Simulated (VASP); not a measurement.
Input of a VASP 6.6.1 run:

Contents of INCAR:

```
SYSTEM = CdF2
ALGO     = Normal         ! electronic algorithm
EDIFF    = 1E-6           ! SCF threshold, eV
ENCUT    = 600            ! plane-wave cutoff, eV
GGA      = CA             ! functional
GGA_COMPAT= .FALSE.      
ISIF     = 2              ! what is computed and relaxed
ISMEAR   = 0              ! smearing method
LASPH    = .TRUE.         ! aspherical terms in the spheres
LCHARG   = .FALSE.        ! write CHGCAR
LREAL    = .FALSE.        ! projectors in reciprocal space
LWAVE    = .FALSE.        ! write WAVECAR
NBANDS   = 24             ! bands
NELM     = 120            ! most SCF steps
PREC     = Accurate       ! precision mode
SIGMA    = 0.05           ! smearing width, eV
```

Contents of KPOINTS:

```
k-points
0
G
  8 8 8
  0 0 0
```

The input POSCAR:

```
CdF2
1.0
    0.0000000000      2.6940000000      2.6940000000
    2.6940000000      0.0000000000      2.6940000000
    2.6940000000      2.6940000000      0.0000000000
Cd F
1 2
Direct
    0.0000000000      0.0000000000      0.0000000000
    0.2500000000      0.2500000000      0.2500000000
    0.7500000000      0.7500000000      0.7500000000
```

Potentials or basis: VASP PAW LDA potentials, release 64 (Cd_sv_GW, F).

Run with:

```console
$ cat potpaw_LDA.64/Cd_sv_GW/POTCAR potpaw_LDA.64/F/POTCAR > POTCAR
$ mpirun -np 1 vasp_std > vasp.out
```

What does it give for the band gap on the k mesh?

2.81 eV, indirect (least direct gap 3.29 eV).

Predict the pressure.

-6.3 GPa.

A k mesh can miss the band edges. Expect the measured gap to be larger: semilocal functionals such as LDA lack the derivative discontinuity.
